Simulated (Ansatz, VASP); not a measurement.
# WAu: VASP beside Ansatz

File INCAR:

```
ALGO     = Normal         # electronic algorithm
EDIFF    = 1E-7           # SCF threshold, eV
ENCUT    = 520            # plane-wave cutoff, eV
GGA      = PS             # functional
GGA_COMPAT= False        
ISIF     = 2              # what is computed and relaxed
ISMEAR   = -1             # smearing method
LASPH    = True           # aspherical terms in the spheres
LCHARG   = True           # write CHGCAR
LMAXMIX  = 4              # l up to which the mixer works
LORBIT   = 11             # projections on sites
LORBMOM  = True         
LREAL    = False          # projectors in reciprocal space
LSORBIT  = True           # spin-orbit coupling
LVHAR    = True         
LWAVE    = False          # write WAVECAR
MAGMOM   = 0 0 0 0 0 0    # initial moments
NBANDS   = 37             # bands
NELM     = 150            # most SCF steps
PREC     = Accurate       # precision mode
SIGMA    = 0.05           # smearing width, eV
```

The input KPOINTS:

```
k-points
0
Gamma
  6 6 6
```

The input POSCAR:

```
WAu
1.0
    0.0000000000      2.7479792600      2.7479792600
    2.7479792600      0.0000000000      2.7479792600
    2.7479792600      2.7479792600      0.0000000000
W Au
1 1
Direct
    0.0000000000      0.0000000000      0.0000000000
    0.7500000000      0.7500000000      0.7500000000
```

Contents of input.yaml:

```yaml
crystal:
  lattice:
    - [0.0, 2.74797926, 2.74797926]
    - [2.74797926, 0.0, 2.74797926]
    - [2.74797926, 2.74797926, 0.0]
  atoms:
    - { symbol: W, position: [0.0, 0.0, 0.0] }
    - { symbol: Au, position: [0.75, 0.75, 0.75] }
hamiltonian:
  xc: pbesol
  pseudopotentials: { kind: paw_fr }
magnetization:
  noncollinear: true
  spin_orbit: true
kpoints:
  mp_grid: { grid: [6, 6, 6] }
  band_path:
    path:
      - [[0.0, 0.0, 0.0], [0.5, 0.0, 0.5], [0.5, 0.25, 0.75], [0.375, 0.375, 0.75], [0.0, 0.0, 0.0], [0.5, 0.5, 0.5], [0.625, 0.25, 0.625], [0.5, 0.25, 0.75], [0.5, 0.5, 0.5], [0.375, 0.375, 0.75]]
      - [[0.625, 0.25, 0.625], [0.5, 0.0, 0.5]]
    npoints: 14
scf:
  occupations: { method: fermi_dirac, width: 0.05 }
  n_extra_bands: 6
output:
  forces: true
  stress: true
  eigenvalues: true
  fatbands: true
```

Alike in both runs: functional PBEsol; k mesh 6 × 6 × 6; occupations fermi-dirac, width 0.05 eV; non-collinear spin, spin-orbit coupling.

```csv
,VASP,Ansatz
version,VASP 6.6.1,Ansatz 0.2.0
potentials or method,"VASP PAW PBE potentials, release 64 (W_sv, Au)",Ansatz PAW
plane-wave cutoff (eV),520,420
valence electrons in the cell,25,33
task,single point,band structure
```

Ansatz gave:

```
pressure (GPa)           : 25.5
net moment per atom (μB) : 0.00
```

Problem. Which values does VASP return?

Solution. Pressure (GPa): 26.3; net moment per atom (μB): 0.00.

VASP's potentials were made for PBE, not for PBEsol. VASP's potentials hold 25 valence electrons a cell and Ansatz's 33, so a difference there can come from the potentials and not from the codes.
